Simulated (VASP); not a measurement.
# HC12 (a cell with a defect) in VASP: notebook, part 2 of 2

VASP 6.6.1. The steps go on from the part before.

**5. Single point, PBE**

INCAR reads:

```
ALGO     = Normal         # electronic algorithm
EDIFF    = 1E-7           # SCF threshold, eV
ENCUT    = 520            # plane-wave cutoff, eV
GGA      = PE             # functional
ISIF     = 2              # what is computed and relaxed
ISMEAR   = 0              # smearing method
LASPH    = True           # aspherical terms in the spheres
LCHARG   = False          # write CHGCAR
LREAL    = False          # projectors in reciprocal space
LWAVE    = False          # write WAVECAR
NBANDS   = 36             # bands
NELECT   = 48.0         
NELM     = 80             # most SCF steps
PREC     = Accurate       # precision mode
SIGMA    = 0.05           # smearing width, eV
```

KPOINTS reads:

```
k-points
0
Gamma
  6 6 6
```

POSCAR reads:

```
HC12
1.0
   -3.5715485858     -1.7857742929     -1.7857742929
   -1.7857742929     -3.5715485858      1.7857742929
   -3.5715485858      1.7857742929      1.7857742929
C H
12 1
Direct
    0.9166666667      0.6666666667      0.2500000000
    0.5833333333      0.3333333333      0.2500000000
    0.2500000000      0.0000000000      0.2500000000
    0.0833333333      0.3333333333      0.7500000000
    0.7500000000      0.0000000000      0.7500000000
    0.4166666667      0.6666666667      0.7500000000
    0.5416666667      0.6666666667      0.3750000000
    0.2083333333      0.3333333333      0.3750000000
    0.8750000000      0.0000000000      0.3750000000
    0.7083333333      0.3333333333      0.8750000000
    0.3750000000      0.0000000000      0.8750000000
    0.0416666667      0.6666666667      0.8750000000
    0.7291666667      0.6666666667      0.0625000000
```

Potentials or basis: VASP PAW PBE potentials, release 64 (C, H).

Run with:

```sh
$ cat potpaw_PBE.64/C/POTCAR potpaw_PBE.64/H/POTCAR > POTCAR
$ mpirun -np 1 vasp_std > vasp.out
```

OUTCAR:

```text
EDIFF = 1E-7
   ENCUT = 520
   GGA = PE
   ISIF = 2
   ISMEAR = 0
   LASPH = True
   LREAL = False
   NELECT = 48.0
   NELM = 80
   PREC = Accurate

 ion  position               nearest neighbor table
   1  0.917  0.667  0.250-  13 1.34   9 1.55  12 1.55   7 1.55   8 1.55
   2  0.583  0.333  0.250-   8 1.55  10 1.55   9 1.55   7 1.55
   3  0.250  0.000  0.250-   8 1.55   9 1.55  11 1.55   7 1.55
   4  0.083  0.333  0.750-   8 1.55  10 1.55  11 1.55  12 1.55
   5  0.750  0.000  0.750-  10 1.55   9 1.55  11 1.55  12 1.55
   6  0.417  0.667  0.750-  11 1.55   7 1.55  12 1.55  10 1.55
   7  0.542  0.667  0.375-  13 1.34   6 1.55   1 1.55   3 1.55   2 1.55
   8  0.208  0.333  0.375-   3 1.55   2 1.55   4 1.55   1 1.55
   9  0.875  0.000  0.375-   1 1.55   3 1.55   5 1.55   2 1.55
  10  0.708  0.333  0.875-   5 1.55   4 1.55   2 1.55   6 1.55
  11  0.375  0.000  0.875-   6 1.55   5 1.55   3 1.55   4 1.55
  12  0.042  0.667  0.875-  13 1.34   6 1.55   1 1.55   5 1.55   4 1.55
[... 220 lines left out ...]
 k-point     1 :       0.0000    0.0000    0.0000
  band No.  band energies     occupation
      1     -12.0925      2.00000
      2      -6.0752      2.00000
      3      -5.6771      2.00000
      4      -4.2592      2.00000
      5      -4.1556      2.00000
      6      -3.8213      2.00000
[... 925 lines left out ...]
     35      19.3762      0.00000
     36      19.6734      0.00000

 [... further k-points ...]
[... 5 lines left out ...]
  --------------------------------------------------------------------------------------
  -------------------------------------------------------------------------------------
  Total       -9.0478299     -7.5758942     -7.5758942     -0.0047880      1.0121438     -0.0047881
  in kB     -212.1260778   -177.6165942   -177.6165942     -0.1122556     23.7296783     -0.1122560
  external PRESSURE =    -189.1197554 kB  Pullay stress =       0.0000000 kB

 VOLUME and BASIS-vectors are now :
 -----------------------------------------------------------------------------
  energy-cutoff  :      520.00
  volume of cell :       68.34
      direct lattice vectors                 reciprocal lattice vectors
    -3.571548586 -1.785774293 -1.785774293    -0.139995296 -0.046665099 -0.233325493
    -1.785774293 -3.571548586  1.785774293     0.000000000 -0.186660394  0.186660394
    -3.571548586  1.785774293  1.785774293    -0.139995296  0.139995296  0.139995296

 POSITION                                       TOTAL-FORCE (eV/Angst)
 -----------------------------------------------------------------------------------
     -5.35732     -3.57155     -0.00000        -2.355353      0.005941      0.005941
     -3.57155     -1.78577     -0.00000         0.389812      0.678697     -0.051163
     -1.78577      0.00000      0.00000         0.389812     -0.051163      0.678697
     -3.57155      0.00000      1.78577         0.441075      0.077388     -0.698701
     -5.35732      0.00000      0.00000         0.441075     -0.698701      0.077388
     -5.35732     -1.78577      1.78577        -0.665691     -0.003310     -0.003310
     -4.46444     -2.67866      0.89289         0.559615      1.576836      1.576836
     -2.67866     -0.89289      0.89289         0.086533      0.158760     -0.136491
     -4.46444     -0.89289     -0.89289         0.086533     -0.136491      0.158760
     -6.25021     -0.89289      0.89289         0.517967      0.275272     -0.300012
     -4.46444      0.89289      0.89289         0.517967     -0.300012      0.275272
     -4.46444     -0.89289      2.67866         0.587472     -1.574443     -1.574443
     -4.01799     -3.57155     -0.00000        -0.996816     -0.008775     -0.008775
 -----------------------------------------------------------------------------------
    total drift:                                0.000066     -0.000023     -0.000023

  FREE ENERGIE OF THE ION-ELECTRON SYSTEM (eV)
  ---------------------------------------------------
  free  energy   TOTEN  =      -118.5114899490 eV

  energy  without entropy=     -118.5114899490  energy(sigma->0) =     -118.51148995
```

OSZICAR:

```text
N       E                     dE             d eps       ncg     rms          rms(c)
DAV:   1     0.112072008322E+03    0.11207E+03   -0.25332E+04  4896   0.131E+03
DAV:   2    -0.112568911336E+03   -0.22464E+03   -0.21142E+03  6296   0.253E+02
DAV:   3    -0.121476218500E+03   -0.89073E+01   -0.88385E+01  6468   0.461E+01
DAV:   4    -0.121575893344E+03   -0.99675E-01   -0.99441E-01  6408   0.532E+00
DAV:   5    -0.121577958603E+03   -0.20653E-02   -0.20637E-02  6280   0.705E-01    0.134E+01
DAV:   6    -0.119362115583E+03    0.22158E+01   -0.14734E+00  5612   0.611E+00    0.796E+00
DAV:   7    -0.118506375498E+03    0.85574E+00   -0.21026E+00  5800   0.713E+00    0.185E+00
DAV:   8    -0.118510148452E+03   -0.37730E-02   -0.77302E-02  6132   0.152E+00    0.472E-01
DAV:   9    -0.118511417456E+03   -0.12690E-02   -0.57804E-03  6316   0.437E-01    0.845E-02
DAV:  10    -0.118511445343E+03   -0.27887E-04   -0.61704E-04  6048   0.127E-01    0.293E-02
DAV:  11    -0.118511479775E+03   -0.34432E-04   -0.38842E-05  6308   0.382E-02    0.153E-02
DAV:  12    -0.118511488606E+03   -0.88312E-05   -0.12393E-05  5940   0.214E-02    0.462E-03
DAV:  13    -0.118511489948E+03   -0.13419E-05   -0.20959E-06  6104   0.847E-03    0.137E-03
DAV:  14    -0.118511489949E+03   -0.10336E-08   -0.16098E-07  4960   0.259E-03
   1 F= -.11851149E+03 E0= -.11851149E+03  d E =-.398470E-12
```

It took 77 s on 1 thread of Intel Xeon 6975P-C (Granite Rapids), shared host; peak memory 0.26 GiB.

Results:

```
Free energy   : -118.5115 eV
Largest force : 2.355 eV/Å
```

Forces in eV/Å, atoms in the order of the input:
```
C   -2.355  0.006  0.006
C    0.390  0.679 -0.051
C    0.390 -0.051  0.679
C    0.441  0.077 -0.699
C    0.441 -0.699  0.077
C   -0.666 -0.003 -0.003
C    0.560  1.577  1.577
C    0.087  0.159 -0.136
C    0.087 -0.136  0.159
C    0.518  0.275 -0.300
C    0.518 -0.300  0.275
C    0.587 -1.574 -1.574
H   -0.997 -0.009 -0.009
```

Caveat: the cell carries a net charge on a neutralising background, which shifts energy and pressure; the cell is charged against a uniform background, so pressure and absolute levels hang on convention.
